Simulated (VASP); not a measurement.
# AlRu in VASP: further runs

The runs below take AlRu through single point, with PBEsol, RPBE+D3(BJ).

Program: VASP 6.6.1. These are calculated values, not measurements. Logs are shortened: lines on timing, memory, paths and dates and some standing lists are left out, and cuts for length are marked.

## 1. The cell of the first run

The typed cell holds 2 atoms: a = 2.992 Å, b = 2.992 Å, c = 2.992 Å, α = 90.00°, β = 90.00°, γ = 90.00°.

## 2. Single point, PBEsol

INCAR reads:

```
SYSTEM = AlRu
PREC     = Accurate       ! precision mode
ENCUT    = 520            ! plane-wave cutoff, eV
EDIFF    = 1E-7           ! SCF threshold, eV
ISMEAR   = 0              ! smearing method
SIGMA    = 0.05           ! smearing width, eV
LREAL    = .False.        ! projectors in reciprocal space
LASPH    = .True.         ! aspherical terms in the spheres
NELM     = 80             ! most SCF steps
ALGO     = Fast           ! electronic algorithm
ISIF     = 2              ! what is computed and relaxed
LWAVE    = .False.        ! write WAVECAR
LCHARG   = .True.         ! write CHGCAR
GGA      = PS             ! functional
LELF     = .True.         ! ELF
LVHAR    = .True.       
NBANDS   = 16             ! bands
```

KPOINTS reads:

```
Automatic mesh
0
Gamma
  15 15 15
  0 0 0
```

POSCAR reads:

```
AlRu
1.0
    2.9916000000      0.0000000000      0.0000000000
    0.0000000000      2.9916000000      0.0000000000
    0.0000000000      0.0000000000      2.9916000000
Ru Al
1 1
Direct
    0.4970030000      0.5110170000      0.4878020000
   -0.0043240000     -0.0088300000      0.0100190000
```

Potentials or basis: VASP PAW PBE potentials, release 64 (Ru_pv, Al).

Command:

```console
> cat potpaw_PBE.64/Ru_pv/POTCAR potpaw_PBE.64/Al/POTCAR > POTCAR
> mpirun -np 1 vasp_std > vasp.out
```

OUTCAR:

```text
SYSTEM = AlRu
   PREC = Accurate
   ENCUT = 520
   EDIFF = 1E-7
   ISMEAR = 0
   LREAL = .False.
   LASPH = .True.
   NELM = 80
   ISIF = 2
   GGA = PS

 ion  position               nearest neighbor table
   1  0.497  0.511  0.488-   2 2.52   2 2.52   2 2.59   2 2.59   2 2.59   2 2.60   2 2.66   2 2.67

   2  0.996  0.991  0.010-   1 2.52   1 2.52   1 2.59   1 2.59   1 2.59   1 2.60   1 2.66   1 2.67

  LATTYP: Found a simple cubic cell.
 ALAT       =     2.9916000000

  Lattice vectors:

 A1 = (   2.9916000000,   0.0000000000,   0.0000000000)
 A2 = (   0.0000000000,   2.9916000000,   0.0000000000)
 A3 = (   0.0000000000,   0.0000000000,   2.9916000000)

Analysis of symmetry for initial positions (statically):
=====================================================================
 Subroutine PRICEL returns:
 Original cell was already a primitive cell.

 Routine SETGRP: Setting up the symmetry group for a
 simple cubic supercell.

 Subroutine GETGRP returns: Found  1 space group operations
 (whereof  1 operations were pure point group operations)
 out of a pool of 48 trial point group operations.

The static configuration has the point symmetry C_1 .

Analysis of symmetry for dynamics (positions and initial velocities):
=====================================================================
 Subroutine PRICEL returns:
 Original cell was already a primitive cell.

 Routine SETGRP: Setting up the symmetry group for a
 simple cubic supercell.

 Subroutine GETGRP returns: Found  1 space group operations
 (whereof  1 operations were pure point group operations)
 out of a pool of 48 trial point group operations.

The dynamic configuration has the point symmetry C_1 .

 Subroutine INISYM returns: Found  1 space group operations
 (whereof  1 operations are pure point group operations),
 and found     1 'primitive' translations

----------------------------------------------------------------------------------------

                                     Primitive cell

  volume of cell :      26.7738

  direct lattice vectors                    reciprocal lattice vectors
     2.991600000  0.000000000  0.000000000     0.334269287  0.000000000  0.000000000
     0.000000000  2.991600000  0.000000000     0.000000000  0.334269287  0.000000000
     0.000000000  0.000000000  2.991600000     0.000000000  0.000000000  0.334269287

  length of vectors
     2.991600000  2.991600000  2.991600000     0.334269287  0.334269287  0.334269287

  position of ions in fractional coordinates (direct lattice)
     0.497003000  0.511017000  0.487802000
     0.995676000  0.991170000  0.010019000

  ion indices of the primitive-cell ions
   primitive index   ion index
                 1           1
                 2           2

----------------------------------------------------------------------------------------

 KPOINTS: Automatic mesh

Automatic generation of k-mesh.
 Grid dimensions read from file:
 generate k-points for:   15   15   15

 Generating k-lattice:

  Cartesian coordinates                     Fractional coordinates (reciprocal lattice)
     0.022284619  0.000000000  0.000000000     0.066666667  0.000000000  0.000000000
     0.000000000  0.022284619  0.000000000     0.000000000  0.066666667  0.000000000
     0.000000000  0.000000000  0.022284619     0.000000000  0.000000000  0.066666667

  Length of vectors
     0.022284619  0.022284619  0.022284619

  Shift w.r.t. Gamma in fractional coordinates (k-lattice)
     0.000000000  0.000000000  0.000000000

 Subroutine IBZKPT returns following result:
 ===========================================

 Found   1688 irreducible k-points:

 Following reciprocal coordinates:
            Coordinates               Weight
  0.000000  0.000000  0.000000      1.000000
  0.066667  0.000000  0.000000      2.000000
  0.000000  0.066667  0.000000      2.000000
  0.000000  0.000000  0.066667      2.000000
  0.133333  0.000000  0.000000      2.000000
  0.000000  0.133333  0.000000      2.000000
[... 16 lines left out ...]
  0.066667  0.066667  0.000000      2.000000
  0.000000  0.066667  0.066667      2.000000
 [... further k-points ...]
   k-points           NKPTS =   1688   k-points in BZ     NKDIM =   1688   number of bands    NBANDS=     16
   number of dos      NEDOS =    301   number of ions     NIONS =      2
   total plane-waves  NPLWV =  13824
   dimension x,y,z NGX =    24 NGY =   24 NGZ =   24
   dimension x,y,z NGXF=    48 NGYF=   48 NGZF=   48
   ions per type =               1   1
   NGX,Y,Z   is equivalent  to a cutoff of  13.34, 13.34, 13.34 a.u.
   NGXF,Y,Z  is equivalent  to a cutoff of  26.67, 26.67, 26.67 a.u.
 SYSTEM =  AlRu
   PREC   = accura    normal or accurate (medium, high low for compatibility)
   ISTART =      0    job   : 0-new  1-cont  2-samecut
   ICHARG =      2    charge: 1-file 2-atom 10-const
   ISPIN  =      1    spin polarized calculation?
   LNONCOLLINEAR =      F non collinear calculations
   LSORBIT =      F    spin-orbit coupling
   LASPH  =      T    aspherical Exc in radial PAW
   ENCUT  =  520.0 eV  38.22 Ry    6.18 a.u.   5.56  5.56  5.56*2*pi/ulx,y,z
   NELM   =     80;   NELMIN=  2; NELMDL= -5     # of ELM steps
   EDIFF  = 0.1E-06   stopping-criterion for ELM
   LREAL  =      F    real-space projection
   EDIFFG = 0.1E-05   stopping-criterion for IOM
   NSW    =      0    number of steps for IOM
   IBRION =     -1    ionic relax: 0-MD 1-quasi-New 2-CG
   NFREE  =      0    steps in history (QN), initial steepest desc. (CG)
   ISIF   =      2    stress and relaxation
   ISYM   =      2    0-nonsym 1-usesym 2-fastsym
   POTIM  = 0.5000    time-step for ionic-motion
   TEBEG  =    0.0;   TEEND  =   0.0 temperature during run
   PSTRESS=    0.0 pullay stress
   NELECT =      17.0000    total number of electrons
   NUPDOWN=      -1.0000    fix difference up-down
   EMIN   =  10.00;   EMAX   =-10.00  energy-range for DOS
   EFERMI =   0.00;   METHOD = LEGACY
   ISMEAR =     0;   SIGMA  =   0.05  broadening in eV -4-tet -1-fermi 0-gaus
   EFERMI_NEDOS =   21; number of points for ismear=-14 and -15
   IALGO  =     68    algorithm
   IMIX   =      4    mixing-type and parameters
     AMIX     =   0.40;   BMIX     =  1.00
     AMIX_MAG =   1.60;   BMIX_MAG =  1.00
  volume/ion in A,a.u.               =      13.39        90.34
  Fermi-wavevector in a.u.,A,eV,Ry     =   1.407087  2.659009 26.938090  1.979894
  Thomas-Fermi vector in A             =   2.529382
   LORBIT       =      0    0 simple, 1 ext, 2 COOP (PROOUT), +10 PAW based schemes
   GGA     = PS    functional components
   LHFCALC =     F    Hartree Fock is set to
   AEXX    =    0.0000 exact exchange contribution
   IVDW    =     0    specifies the selected vdW correction
   LEPSILON=     F    determine dielectric tensor
   LRPA    =     F    only Hartree local field effects (RPA)
 non-spin polarized calculation
 RMM-DIIS sequential band-by-band and
 Gauss-broadening in eV      SIGMA  =   0.05
  energy-cutoff  :      520.00
  volume of cell :       26.77
 maximum number of plane-waves:       739
   NGX = 11   NGY = 11   NGZ = 11

 number of electron      17.0000002 magnetization

 Free energy of the ion-electron system (eV)
  ---------------------------------------------------
  ext. energy  EPLUGINS =         0.00000000
  ---------------------------------------------------
  free energy    TOTEN  =       -15.48946164 eV

  energy without entropy =      -15.48700124  energy(sigma->0) =      -15.48823144

 E-fermi :  10.6034     XC(G=0): -12.6846

 val. band max:       10.6033235708   @ k =   0.0667  -0.0667   0.0667
 cond. band min:      10.6036287147   @ k =  -0.1333  -0.4667   0.3333
 fundamental gap:      0.0003051439
 Fermi energy:        10.6034337831

 k-point     1 :       0.0000    0.0000    0.0000
  band No.  band energies     occupation
      1     -31.1140      2.00000
      2     -31.1139      2.00000
      3     -31.1128      2.00000
      4       0.9154      2.00000
      5       6.9964      2.00000
      6       6.9997      2.00000
[... 8 lines left out ...]
     15      22.6017      0.00000
     16      25.6158      0.00000

 k-point     2 :       0.0667    0.0000    0.0000
  band No.  band energies     occupation
      1     -31.1232      2.00000
      2     -31.1132      2.00000
      3     -31.1121      2.00000
      4       1.0011      2.00000
      5       7.0272      2.00000
      6       7.0297      2.00000
[... 8 lines left out ...]
     15      22.6024      0.00000
     16      25.8847      0.00000

 k-point     3 :       0.0000    0.0667    0.0000
  band No.  band energies     occupation
      1     -31.1227      2.00000
      2     -31.1132      2.00000
      3     -31.1125      2.00000
      4       1.0010      2.00000
      5       7.0265      2.00000
      6       7.0302      2.00000
[... 8 lines left out ...]
     15      22.6024      0.00000
     16      25.8822      0.00000

 k-point     4 :       0.0000    0.0000    0.0667
  band No.  band energies     occupation
      1     -31.1226      2.00000
      2     -31.1132      2.00000
      3     -31.1127      2.00000
      4       1.0010      2.00000
      5       7.0264      2.00000
      6       7.0303      2.00000
[... 8 lines left out ...]
     15      22.6024      0.00000
     16      25.8816      0.00000

 k-point     5 :       0.1333    0.0000    0.0000
  band No.  band energies     occupation
      1     -31.1493      2.00000
      2     -31.1110      2.00000
      3     -31.1099      2.00000
      4       1.2548      2.00000
      5       7.0987      2.00000
      6       7.1163      2.00000
[... 8 lines left out ...]
     15      22.6215      0.00000
     16      26.7304      0.00000

 k-point     6 :       0.0000    0.1333    0.0000
  band No.  band energies     occupation
      1     -31.1488      2.00000
      2     -31.1110      2.00000
      3     -31.1104      2.00000
      4       1.2544      2.00000
      5       7.1002      2.00000
      6       7.1143      2.00000
[... 8 lines left out ...]
     15      22.6242      0.00000
     16      26.7233      0.00000

 k-point     7 :       0.0000    0.0000    0.1333
  band No.  band energies     occupation
      1     -31.1486      2.00000
      2     -31.1110      2.00000
      3     -31.1105      2.00000
      4       1.2544      2.00000
      5       7.1007      2.00000
      6       7.1136      2.00000
[... 8 lines left out ...]
     15      22.6250      0.00000
     16      26.7216      0.00000

 k-point     8 :       0.2000    0.0000    0.0000
  band No.  band energies     occupation
      1     -31.1875      2.00000
      2     -31.1077      2.00000
      3     -31.1066      2.00000
      4       1.6664      2.00000
      5       7.1446      2.00000
      6       7.2491      2.00000
[... 8 lines left out ...]
     15      23.0936      0.00000
     16      27.9303      0.00000

 k-point     9 :       0.0000    0.2000    0.0000
  band No.  band energies     occupation
      1     -31.1870      2.00000
      2     -31.1078      2.00000
      3     -31.1071      2.00000
      4       1.6656      2.00000
      5       7.1458      2.00000
      6       7.2468      2.00000
[... 8 lines left out ...]
     15      23.1108      0.00000
     16      27.8844      0.00000
[... 172 lines left out ...]
 k-point    19 :       0.0000    0.0000    0.4000
  band No.  band energies     occupation
      1     -31.3041      2.00000
      2     -31.0977      2.00000
      3     -31.0972      2.00000
      4       3.6559      2.00000
      5       6.1358      2.00000
      6       7.7060      2.00000
[... 8 lines left out ...]
     15      24.4289      0.00000
     16      24.5342      0.00000

 k-point    20 :       0.4667    0.0000    0.0000
  band No.  band energies     occupation
      1     -31.3226      2.00000
      2     -31.0962      2.00000
      3     -31.0950      2.00000
      4       4.4656      2.00000
      5       5.3906      2.00000
      6       7.7870      2.00000
[... 8 lines left out ...]
     15      23.5236      0.00000
     16      24.2145      0.00000

 k-point    21 :       0.0000    0.4667    0.0000
  band No.  band energies     occupation
      1     -31.3219      2.00000
      2     -31.0962      2.00000
      3     -31.0955      2.00000
      4       4.4573      2.00000
      5       5.3960      2.00000
      6       7.7841      2.00000
[... 8 lines left out ...]
     15      23.5375      0.00000
     16      24.1001      0.00000

 k-point    22 :       0.0000    0.0000    0.4667
  band No.  band energies     occupation
      1     -31.3217      2.00000
      2     -31.0962      2.00000
      3     -31.0957      2.00000
      4       4.4552      2.00000
      5       5.3974      2.00000
      6       7.7833      2.00000
[... 8 lines left out ...]
     15      23.5377      0.00000
     16      24.0668      0.00000

 k-point    23 :       0.0667    0.0667    0.0000
  band No.  band energies     occupation
      1     -31.1227      2.00000
      2     -31.1217      2.00000
      3     -31.1118      2.00000
      4       1.0862      2.00000
      5       7.0578      2.00000
      6       7.0611      2.00000
[... 8 lines left out ...]
     15      22.6026      0.00000
     16      26.1283      0.00000

 k-point    24 :       0.0000    0.0667    0.0667
  band No.  band energies     occupation
      1     -31.1222      2.00000
      2     -31.1215      2.00000
      3     -31.1124      2.00000
      4       1.0860      2.00000
      5       7.0553      2.00000
      6       7.0634      2.00000
[... 8 lines left out ...]
     15      22.6026      0.00000
     16      26.1300      0.00000

 [... further k-points ...]
[... 5 lines left out ...]
  --------------------------------------------------------------------------------------
  -------------------------------------------------------------------------------------
  Total       -0.4156631     -0.4622069     -0.4737777      0.0061852     -0.1016497     -0.0069237
  in kB      -24.8737634    -27.6589990    -28.3514083      0.3701319     -6.0828363     -0.4143239
  external PRESSURE =     -26.9613902 kB  Pullay stress =       0.0000000 kB

 VOLUME and BASIS-vectors are now :
 -----------------------------------------------------------------------------
  energy-cutoff  :      520.00
  volume of cell :       26.77
      direct lattice vectors                 reciprocal lattice vectors
     2.991600000  0.000000000  0.000000000     0.334269287  0.000000000  0.000000000
     0.000000000  2.991600000  0.000000000     0.000000000  0.334269287  0.000000000
     0.000000000  0.000000000  2.991600000     0.000000000  0.000000000  0.334269287

 POSITION                                       TOTAL-FORCE (eV/Angst)
 -----------------------------------------------------------------------------------
      1.48683      1.52876      1.45931        -0.031140     -0.460484      0.514026
      2.97866      2.96518      0.02997         0.031140      0.460484     -0.514026
 -----------------------------------------------------------------------------------
    total drift:                               -0.000008      0.000017     -0.000019

  FREE ENERGIE OF THE ION-ELECTRON SYSTEM (eV)
  ---------------------------------------------------
  free  energy   TOTEN  =       -15.4894616433 eV

  energy  without entropy=      -15.4870012392  energy(sigma->0) =      -15.48823144
```

It took 3.9 min on 1 thread of Intel Xeon 6975P-C (Granite Rapids), shared host; peak memory 0.74 GiB.

What came out:

```
Free energy            : -15.4895 eV
Pressure               : -2.7 GPa
Largest force          : 0.691 eV/Å
Band gap on the k mesh : zero (an odd number of electrons rules out a gap without spin polarisation)
```

Forces on the atoms (eV/Å):
```
Ru  -0.031 -0.460  0.514
Al   0.031  0.460 -0.514
```

Caveat: the PAW data sets were made with another functional, which shifts forces and pressure a little.

(Continued in part 2 of 2.)
